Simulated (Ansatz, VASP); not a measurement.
**Co: VASP beside Ansatz**

```
Co
1.0
     2.51900    0.00000    0.00000
    -1.25950    2.18152    0.00000
     0.00000    0.00000    4.09100
Co
2
Direct
  0.33333 0.66667 0.25000
  0.66667 0.33333 0.75000
```

Alike in both runs: task single point; functional PBEsol; k mesh 24 × 24 × 14; occupations gaussian, width 0.15 eV; collinear spin.

|  | VASP | Ansatz |
| --- | --- | --- |
| version | VASP 6.6.1 | Ansatz 0.2.0 |
| potentials or method | VASP PAW PBE potentials, release 64 (Co), cutoff 520 eV | scalar-relativistic, plane waves, PAW |
| valence electrons in the cell | 18 | 34 |

|  | VASP | Ansatz | Ansatz less VASP |
| --- | --- | --- | --- |
| gap on the k mesh at the Fermi level (eV) | none | none | - |
| pressure (GPa) | -16.7 | -16.2 | +0.47 |
| traceless stress, the component that is largest in VASP (GPa) | -0.80 | -0.71 | +0.083 |
| net moment per atom (μB) | 1.63 | 1.64 | +0.006 |
| size of the moment on the site where the two differ most (μB) | 1.65 | 1.71 | +0.057 |

VASP's potentials were made for PBE, not for PBEsol. Site moments also hang on the region over which each program counts them. A gap of «none» marks a metal or a gap that the smearing closes. With one functional, cell and mesh, what is left measures potentials, basis and numerics. VASP's potentials hold 18 valence electrons a cell and Ansatz's 34, so a difference there can come from the potentials and not from the codes.
